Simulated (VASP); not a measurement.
# K2NiO2 (I4/mmm) in VASP: single point with LDA+U

Aim: the single point of K2NiO2 with LDA+U.

Everything below comes from runs of VASP 6.6.1. Logs are shortened: lines on timing, memory, paths and dates and some standing lists are left out, and cuts for length are marked.

## Step 1: The cell of the first run

The structure is tetragonal, space group I4/mmm (No. 139). Conventional cell: a = 3.953 Å, b = 3.953 Å, c = 12.838 Å, α = 90.00°, β = 90.00°, γ = 90.00°. Within 3.7 Å of K (site symmetry 4mm) lie 5 O at 2.71 to 2.81 Å and 4 Ni at 3.45 Å and 4 K at 3.67 Å. Within 2.2 Å of Ni (site symmetry 4/mmm) lie 2 O at 1.69 Å. Within 2.2 Å of O (site symmetry 4mm) lie 1 Ni at 1.69 Å.

## Step 2: Single point, LDA+U, collinear spin, ferromagnetic start

INCAR

```
PREC     = Accurate       # precision mode
ENCUT    = 520            # plane-wave cutoff, eV
EDIFF    = 1E-6           # SCF threshold, eV
ISMEAR   = 0              # smearing method
SIGMA    = 0.05           # smearing width, eV
LREAL    = False          # projectors in reciprocal space
LASPH    = True           # aspherical terms in the spheres
NELM     = 150            # most SCF steps
ALGO     = Normal         # electronic algorithm
ISIF     = 2              # what is computed and relaxed
LWAVE    = False          # write WAVECAR
LCHARG   = False          # write CHGCAR
ISPIN    = 2              # spin polarisation
MAGMOM   = 0 0 -1.38 -0.29 -0.29 # initial moments
LORBIT   = 11             # projections on sites
LMAXMIX  = 4              # l up to which the mixer works
LDAU     = True           # DFT+U
LDAUTYPE = 2            
LDAUL    = -1 2 -1        # shell
LDAUU    = 0 4 0          # U, eV
LDAUJ    = 0 0 0        
LDAUPRINT= 1            
NBANDS   = 32             # bands
```

KPOINTS

```
Automatic mesh
0
Gamma
  7 7 7
```

POSCAR

```
K2NiO2
1.0
   -1.9763999300      1.9763999300      6.4191997600
    1.9763999300     -1.9763999300      6.4191997600
    1.9763999300      1.9763999300     -6.4191997600
K Ni O
2 1 2
Direct
    0.6574000000      0.6574000000      0.0000000000
    0.3426000000      0.3426000000      0.0000000000
    0.0000000000      0.0000000000      0.0000000000
    0.8686000000      0.8686000000      0.0000000000
    0.1314000000      0.1314000000      0.0000000000
```

Potentials or basis: VASP PAW LDA potentials, release 64 (K_sv, Ni, O).

On the command line:

```bash
> cat potpaw_LDA.64/K_sv/POTCAR potpaw_LDA.64/Ni/POTCAR potpaw_LDA.64/O/POTCAR > POTCAR
> mpirun -np 1 vasp_std > vasp.out
```

OUTCAR:

```text
PREC = Accurate
   ENCUT = 520
   EDIFF = 1E-6
   ISMEAR = 0
   LREAL = False
   LASPH = True
   NELM = 150
   ISIF = 2
   ISPIN = 2
   LORBIT = 11

 ion  position               nearest neighbor table
   1  0.657  0.657  0.000-   4 2.71   5 2.81   5 2.81   5 2.81   5 2.81   2 3.67   2 3.67   2 3.67
                             2 3.67
   2  0.343  0.343  0.000-   5 2.71   4 2.81   4 2.81   4 2.81   4 2.81   1 3.67   1 3.67   1 3.67
                             1 3.67
   3  0.000  0.000  0.000-   4 1.69   5 1.69
   4  0.869  0.869  0.000-   3 1.69   1 2.71   2 2.81   2 2.81   2 2.81   2 2.81
   5  0.131  0.131  0.000-   3 1.69   2 2.71   1 2.81   1 2.81   1 2.81   1 2.81

  LATTYP: Found a body centered tetragonal cell.
 ALAT       =     3.9527998600
 C/A-ratio  =     3.2479255148

  Lattice vectors:

 A1 = (  -1.9763999300,   1.9763999300,   6.4191997600)
 A2 = (   1.9763999300,  -1.9763999300,   6.4191997600)
 A3 = (   1.9763999300,   1.9763999300,  -6.4191997600)

Analysis of symmetry for initial positions (statically):
=====================================================================
 Subroutine PRICEL returns:
 Original cell was already a primitive cell.

 Routine SETGRP: Setting up the symmetry group for a
 body centered tetragonal supercell.

 Subroutine GETGRP returns: Found 16 space group operations
 (whereof 16 operations were pure point group operations)
 out of a pool of 16 trial point group operations.

The static configuration has the point symmetry D_4h.

Analysis of symmetry for dynamics (positions and initial velocities):
=====================================================================
 Subroutine PRICEL returns:
 Original cell was already a primitive cell.

 Routine SETGRP: Setting up the symmetry group for a
 body centered tetragonal supercell.

 Subroutine GETGRP returns: Found 16 space group operations
 (whereof 16 operations were pure point group operations)
 out of a pool of 16 trial point group operations.

The dynamic configuration has the point symmetry D_4h.

Analysis of structural, dynamic, and magnetic symmetry:
=====================================================================
 Subroutine PRICEL returns:
 Original cell was already a primitive cell.

 Routine SETGRP: Setting up the symmetry group for a
 body centered tetragonal supercell.

 Subroutine GETGRP returns: Found 16 space group operations
 (whereof 16 operations were pure point group operations)
 out of a pool of 16 trial point group operations.

The overall configuration has the point symmetry D_4h.

 Subroutine INISYM returns: Found 16 space group operations
 (whereof 16 operations are pure point group operations),
 and found     1 'primitive' translations

----------------------------------------------------------------------------------------

                                     Primitive cell

  volume of cell :     100.2976

  direct lattice vectors                    reciprocal lattice vectors
    -1.976399930  1.976399930  6.419199760     0.000000000  0.252985235  0.077891329
     1.976399930 -1.976399930  6.419199760     0.252985235  0.000000000  0.077891329
     1.976399930  1.976399930 -6.419199760     0.252985235  0.252985235  0.000000000

  length of vectors
     7.001316942  7.001316942  7.001316942     0.264704719  0.264704719  0.357775150

  position of ions in fractional coordinates (direct lattice)
     0.657400000  0.657400000  0.000000000
     0.342600000  0.342600000  0.000000000
     0.000000000  0.000000000  0.000000000
     0.868600000  0.868600000  0.000000000
     0.131400000  0.131400000  0.000000000

  ion indices of the primitive-cell ions
   primitive index   ion index
                 1           1
                 2           2
                 3           3
                 4           4
                 5           5

----------------------------------------------------------------------------------------

 KPOINTS: Automatic mesh

Automatic generation of k-mesh.
 Grid dimensions read from file:
 generate k-points for:    7    7    7
[... 54 lines left out ...]
 SYSTEM =  unknown system
   PREC   = accura    normal or accurate (medium, high low for compatibility)
   ISTART =      0    job   : 0-new  1-cont  2-samecut
   ICHARG =      2    charge: 1-file 2-atom 10-const
   ISPIN  =      2    spin polarized calculation?
   LNONCOLLINEAR =      F non collinear calculations
   LSORBIT =      F    spin-orbit coupling
   LASPH  =      T    aspherical Exc in radial PAW
   ENCUT  =  520.0 eV  38.22 Ry    6.18 a.u.  13.02 13.02 13.02*2*pi/ulx,y,z
   NELM   =    150;   NELMIN=  2; NELMDL= -5     # of ELM steps
   EDIFF  = 0.1E-05   stopping-criterion for ELM
   LREAL  =      F    real-space projection
   EDIFFG = 0.1E-04   stopping-criterion for IOM
   NSW    =      0    number of steps for IOM
   IBRION =     -1    ionic relax: 0-MD 1-quasi-New 2-CG
   NFREE  =      0    steps in history (QN), initial steepest desc. (CG)
   ISIF   =      2    stress and relaxation
   ISYM   =      2    0-nonsym 1-usesym 2-fastsym
   POTIM  = 0.5000    time-step for ionic-motion
   TEBEG  =    0.0;   TEEND  =   0.0 temperature during run
   PSTRESS=    0.0 pullay stress
   NELECT =      40.0000    total number of electrons
   NUPDOWN=      -1.0000    fix difference up-down
   EMIN   =  10.00;   EMAX   =-10.00  energy-range for DOS
   EFERMI =   0.00;   METHOD = LEGACY
   ISMEAR =     0;   SIGMA  =   0.05  broadening in eV -4-tet -1-fermi 0-gaus
   EFERMI_NEDOS =   21; number of points for ismear=-14 and -15
   IALGO  =     38    algorithm
   IMIX   =      4    mixing-type and parameters
     AMIX     =   0.40;   BMIX     =  1.00
     AMIX_MAG =   1.60;   BMIX_MAG =  1.00
  volume/ion in A,a.u.               =      20.06       135.37
  Fermi-wavevector in a.u.,A,eV,Ry     =   1.205030  2.277177 19.756994  1.452098
  Thomas-Fermi vector in A             =   2.340738
   LORBIT       =     11    0 simple, 1 ext, 2 COOP (PROOUT), +10 PAW based schemes
 LDA+U is selected, type is set to LDAUTYPE =  2
   angular momentum for each species LDAUL =    -1    2   -1
   U (eV)           for each species LDAUU =   0.0  4.0  0.0
   J (eV)           for each species LDAUJ =   0.0  0.0  0.0
   GGA     = CA    functional components
   LHFCALC =     F    Hartree Fock is set to
   AEXX    =    0.0000 exact exchange contribution
   IVDW    =     0    specifies the selected vdW correction
   LEPSILON=     F    determine dielectric tensor
   LRPA    =     F    only Hartree local field effects (RPA)
 spin polarized calculation
 Gauss-broadening in eV      SIGMA  =   0.05
  energy-cutoff  :      520.00
  volume of cell :      100.30
 maximum number of plane-waves:      2751
 NGX is ok and might be reduce to    54
   NGX = 27   NGY = 27   NGZ = 27

atom =   3  type =  2  l = 2

 onsite density matrix

spin component  1

  0.9494  0.0000  0.0000  0.0000 -0.0000
  0.0000  0.3453  0.0000 -0.0000  0.0000
  0.0000  0.0000  0.8954  0.0000 -0.0000
  0.0000 -0.0000  0.0000  0.3453  0.0000
 -0.0000  0.0000 -0.0000  0.0000  0.9511

spin component  2

  0.9552 -0.0000  0.0000 -0.0000  0.0000
 -0.0000  1.0051 -0.0000 -0.0000 -0.0000
  0.0000 -0.0000  0.9355  0.0000  0.0000
 -0.0000 -0.0000  0.0000  1.0051  0.0000
  0.0000 -0.0000  0.0000  0.0000  0.9563

 occupancies and eigenvectors

  o =  0.3453  v =  0.0000  0.5986 -0.0000 -0.8010  0.0000  0.0000  0.0000  0.0000  0.0000  0.0000      0.0000  0.0000  0.0000  0.0000  0.0000  0.0000  0.0000  0.0000  0.0000  0.0000
  o =  0.3453  v =  0.0000  0.8010 -0.0000  0.5986 -0.0000  0.0000  0.0000  0.0000  0.0000  0.0000      0.0000  0.0000  0.0000  0.0000  0.0000  0.0000  0.0000  0.0000  0.0000  0.0000
  o =  0.8954  v =  0.0000 -0.0000 -1.0000  0.0000 -0.0000  0.0000  0.0000  0.0000  0.0000  0.0000      0.0000  0.0000  0.0000  0.0000  0.0000  0.0000  0.0000  0.0000  0.0000  0.0000
  o =  0.9355  v =  0.0000  0.0000  0.0000  0.0000  0.0000  0.0000  0.0000  1.0000 -0.0000 -0.0000      0.0000  0.0000  0.0000  0.0000  0.0000  0.0000  0.0000  0.0000  0.0000  0.0000
  o =  0.9494  v =  1.0000  0.0000  0.0000  0.0000  0.0000  0.0000  0.0000  0.0000  0.0000  0.0000      0.0000  0.0000  0.0000  0.0000  0.0000  0.0000  0.0000  0.0000  0.0000  0.0000
  o =  0.9511  v =  0.0000 -0.0000 -0.0000  0.0000  1.0000  0.0000  0.0000  0.0000  0.0000  0.0000      0.0000  0.0000  0.0000  0.0000  0.0000  0.0000  0.0000  0.0000  0.0000  0.0000
  o =  0.9552  v =  0.0000  0.0000  0.0000  0.0000  0.0000  1.0000  0.0000  0.0000  0.0000  0.0000      0.0000  0.0000  0.0000  0.0000  0.0000  0.0000  0.0000  0.0000  0.0000  0.0000
  o =  0.9563  v =  0.0000  0.0000  0.0000  0.0000  0.0000  0.0000 -0.0000  0.0000 -0.0000  1.0000      0.0000  0.0000  0.0000  0.0000  0.0000  0.0000  0.0000  0.0000  0.0000  0.0000
  o =  1.0051  v =  0.0000  0.0000  0.0000  0.0000  0.0000  0.0000 -0.6256 -0.0000 -0.7802 -0.0000      0.0000  0.0000  0.0000  0.0000  0.0000  0.0000  0.0000  0.0000  0.0000  0.0000
  o =  1.0051  v =  0.0000  0.0000  0.0000  0.0000  0.0000  0.0000  0.7802 -0.0000 -0.6256  0.0000      0.0000  0.0000  0.0000  0.0000  0.0000  0.0000  0.0000  0.0000  0.0000  0.0000

 number of electron      39.9999998 magnetization      -2.0000090

 Free energy of the ion-electron system (eV)
  ---------------------------------------------------
  ext. energy  EPLUGINS =         0.00000000
  ---------------------------------------------------
  free energy    TOTEN  =       -24.13220194 eV

  energy without entropy =      -24.13220194  energy(sigma->0) =      -24.13220194

 E-fermi :   0.0403     XC(G=0):  -9.1377

 val. band max:       -0.1853049404   @ k =   0.4286   0.4286  -0.0000
 cond. band min:       1.5054811001   @ k =  -0.1429   0.2857   0.1429
 fundamental gap:      1.6907860405
 Fermi energy:         0.0402554536

 spin component 1

 k-point     1 :       0.0000    0.0000    0.0000
  band No.  band energies     occupation
      1     -28.3478      1.00000
      2     -28.2704      1.00000
      3     -16.3002      1.00000
      4     -15.6507      1.00000
      5     -12.3542      1.00000
      6     -12.0513      1.00000
[... 1673 lines left out ...]
     31      10.2644      0.00000
     32      10.4766      0.00000

 [... further k-points ...]

------------------------ aborting loop because EDIFF is reached ----------------------------------------

  FORCE on cell =-STRESS in cart. coord.  units (eV):
  Direction    XX          YY          ZZ          XY          YZ          ZX
  --------------------------------------------------------------------------------------
  -------------------------------------------------------------------------------------
  Total       -1.9317144     -1.9317144     -4.2582347      0.0000000      0.0000000      0.0000000
  in kB      -30.8576575    -30.8576575    -68.0220380      0.0000000      0.0000000      0.0000000
  external PRESSURE =     -43.2457843 kB  Pullay stress =       0.0000000 kB

 VOLUME and BASIS-vectors are now :
 -----------------------------------------------------------------------------
  energy-cutoff  :      520.00
  volume of cell :      100.30
      direct lattice vectors                 reciprocal lattice vectors
    -1.976399930  1.976399930  6.419199760     0.000000000  0.252985235  0.077891329
     1.976399930 -1.976399930  6.419199760     0.252985235  0.000000000  0.077891329
     1.976399930  1.976399930 -6.419199760     0.252985235  0.252985235  0.000000000

 POSITION                                       TOTAL-FORCE (eV/Angst)
 -----------------------------------------------------------------------------------
      0.00000      0.00000      8.43996         0.000000      0.000000     -0.038280
      0.00000      0.00000      4.39844         0.000000      0.000000      0.038280
      0.00000      0.00000      0.00000         0.000000      0.000000     -0.000000
      0.00000      0.00000     11.15143         0.000000      0.000000      0.640065
      0.00000      0.00000      1.68697        -0.000000     -0.000000     -0.640065
 -----------------------------------------------------------------------------------
    total drift:                               -0.000000     -0.000000     -0.000000

  FREE ENERGIE OF THE ION-ELECTRON SYSTEM (eV)
  ---------------------------------------------------
  free  energy   TOTEN  =       -24.1322019402 eV

  energy  without entropy=      -24.1322019402  energy(sigma->0) =      -24.13220194

 total charge

# of ion       s       p       d       tot
------------------------------------------
    1        1.958   5.563   0.036   7.557
    2        1.958   5.563   0.036   7.557
    3        0.619   0.624   8.311   9.554
    4        1.554   3.369   0.000   4.923
    5        1.554   3.369   0.000   4.923
--------------------------------------------------
tot          7.644  18.488   8.382  34.513

 magnetization (x)

# of ion       s       p       d       tot
------------------------------------------
    1       -0.000  -0.001  -0.001  -0.003
    2       -0.000  -0.001  -0.001  -0.003
    3        0.007   0.007  -1.371  -1.357
    4       -0.003  -0.263   0.000  -0.266
    5       -0.003  -0.263   0.000  -0.266
--------------------------------------------------
tot          0.001  -0.522  -1.374  -1.895
```

It took 23 min on 1 thread of Intel Xeon 8259CL, shared host; peak memory 0.46 GiB.

Results:

* Free energy: -24.1322 eV
* Pressure: -4.3 GPa
* Largest force: 0.640 eV/Å
* Band gap on the k mesh: 1.69 eV (least direct gap 1.80 eV)
* Net moment: -2.00 μB per cell
* Site moments: K -0.00; Ni -1.36; O -0.27 μB
* Valence electrons inside the program's atomic spheres: K 7.56; Ni 9.55; O 4.92

Forces in eV/Å, atoms in the order of the input:
```
K    0.000  0.000 -0.038
K    0.000  0.000  0.038
Ni   0.000  0.000  0.000
O    0.000  0.000  0.640
O    0.000  0.000 -0.640
```

Stress tensor (GPa, compression positive):
```
-3.09  0.00  0.00
 0.00 -3.09  0.00
 0.00  0.00 -6.80
```

Eigenvalues of the final occupation matrices:
```
    site  spin  trace               eigenvalues
site 3 d     1   3.49  0.35 0.35 0.90 0.95 0.95
site 3 d     2   4.86  0.94 0.96 0.96 1.01 1.01
```

Caveat: the cell stands under tension; a cell with one magnetic atom can't hold antiferromagnetic order, which such compounds often take. The state reached can hang on the start; a lower one may exist.
